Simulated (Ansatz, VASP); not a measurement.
## Two plane-wave programs on SrTiO3

The input INCAR:

```
PREC = Accurate ; ENCUT = 520
EDIFF = 1E-6 ; ISMEAR = 0
SIGMA = 0.05 ; LREAL = F
LASPH = T ; NELM = 80
ALGO = Normal ; ISIF = 2
LWAVE = F ; LCHARG = T
GGA = PS ; LELF = T
LVHAR = T ; NBANDS = 51
```

File KPOINTS:

```
regular mesh
0
Gamma
  6 6 6
```

Contents of POSCAR:

```
SrTiO3
1.0
   -3.8911201354      0.0000000000     -3.8911201354
    0.0000000000     -3.8911201354     -3.8911201354
   -3.8911201354     -3.8911201354      0.0000000000
Sr Ti O
2 2 6
Direct
    0.0000000000      0.0000000000      0.0000000000
    0.5000000000      0.5000000000      0.5000000000
    0.2500000000      0.2500000000      0.2500000000
    0.7500000000      0.7500000000      0.7500000000
    0.4822819885     -0.0177180115      0.5177180115
    0.0177180115      0.5177180115     -0.0177180115
    0.5177180115      0.0177180115     -0.0177180115
   -0.0177180115      0.4822819885      0.5177180115
    0.5000000000      0.5000000000      0.0354360229
    1.0000000000      1.0000000000      0.4645639771
```

Input for Ansatz:

```yaml
crystal:
  lattice:
    - [-3.8911201354, 0.0, -3.8911201354]
    - [0.0, -3.8911201354, -3.8911201354]
    - [-3.8911201354, -3.8911201354, 0.0]
  atoms:
    - { symbol: Sr, position: [0.0, 0.0, 0.0] }
    - { symbol: Sr, position: [0.5, 0.5, 0.5] }
    - { symbol: Ti, position: [0.25, 0.25, 0.25] }
    - { symbol: Ti, position: [0.75, 0.75, 0.75] }
    - { symbol: O, position: [0.4822819885, -0.0177180115, 0.5177180115] }
    - { symbol: O, position: [0.0177180115, 0.5177180115, -0.0177180115] }
    - { symbol: O, position: [0.5177180115, 0.0177180115, -0.0177180115] }
    - { symbol: O, position: [-0.0177180115, 0.4822819885, 0.5177180115] }
    - { symbol: O, position: [0.5, 0.5, 0.0354360229] }
    - { symbol: O, position: [1.0, 1.0, 0.4645639771] }
basis:
  ecutwfc: 420
kpoints:
  mp_grid: { grid: [6, 6, 6] }
hamiltonian:
  xc: pbesol
scf:
  occupations: { method: gaussian, width: 0.05 }
output:
  forces: true
  stress: true
  eigenvalues: true
```

Change from the starting cell: mode 1 (-82.8 1/cm) frozen in, largest displacement +0.195 Å.

Alike in both runs: task single point; functional PBEsol; k mesh 6 × 6 × 6; occupations gaussian, width 0.05 eV; no spin polarisation.

```csv
,VASP,Ansatz
version,VASP 6.6.1,Ansatz 0.2.0
potentials or method,"VASP PAW PBE potentials, release 64 (Sr_sv, Ti_sv, O), cutoff 520 eV","scalar-relativistic, plane waves, PAW"
valence electrons in the cell,80,80
```

```csv
,VASP,Ansatz,Ansatz less VASP
gap on the k mesh at the Fermi level (eV),1.92,1.95,+0.030
least direct gap on the mesh (eV),1.93,1.96,+0.031
pressure (GPa),0.3,-0.4,-0.70
"traceless stress, the component that is largest in VASP (GPa)",-0.54,-0.52,+0.021
rms of the force components (eV/Å),0.018,0.016,-0.0022
```

VASP's potentials were made for PBE, not for PBEsol. Atom by atom the forces differ by 0.003 eV/Å (rms over components). With one functional, cell and mesh, what is left measures potentials, basis and numerics.
